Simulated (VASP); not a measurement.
Write the native input for VASP 6.6.1 that does the following.

```
Task                   : single point
Functional             : PBEsol
Potentials or basis    : VASP PAW PBE potentials, release 64 (Sn_d, O)
Cutoff                 : 520 eV
k mesh                 : 12 × 12 × 12
Occupations            : gaussian, width 0.1 eV
Spin                   : no spin polarisation
Dipole correction      : no
Further INCAR settings : ALGO = Normal; EDIFF = 1e-07; NBANDS = 20
```

The structure of SnO2 lies in POSCAR:

```
SnO2
1.0
    0.0000000000      2.5741500000      2.5741500000
    2.5741500000      0.0000000000      2.5741500000
    2.5741500000      2.5741500000      0.0000000000
Sn O
1 2
Direct
    0.0000000000      0.0000000000      0.0000000000
    0.2431627916      0.2442077967      0.2477856768
    0.7500000000      0.7500000000      0.7500000000
```

This cell differs from its parent crystal: one atom moved.

The input as run:

INCAR

```
ALGO = Normal ; EDIFF = 1E-7
ENCUT = 520 ; GGA = PS
ISIF = 2 ; ISMEAR = 0
LASPH = T ; LCHARG = F
LREAL = F ; LWAVE = F
NBANDS = 20 ; NELM = 100
PREC = Accurate ; SIGMA = 0.1
```

KPOINTS

```
k-points
0
Gamma
  12 12 12
```

Potentials or basis: VASP PAW PBE potentials, release 64 (Sn_d, O).

Run with:

```sh
$ cat potpaw_PBE.64/Sn_d/POTCAR potpaw_PBE.64/O/POTCAR > POTCAR
$ mpirun -np 1 vasp_std > vasp.out
```

It gave:

```
Pressure               : -6.5 GPa
Largest force          : 0.431 eV/Å
Band gap on the k mesh : zero (band 13 reaches 7.21 eV, above the bottom of band 14 at 6.95 eV)
```

Caveat: the cell differs from its parent crystal (one atom moved); the PAW data sets were made with another functional, which shifts forces and pressure a little; spin-orbit coupling is left out, which moves the levels of the heavy elements.

Run time: 8.4 min on 1 thread of AMD EPYC 7R43 64-Core Processor (Zen 3), with other jobs on the host, peak memory 0.55 GiB.
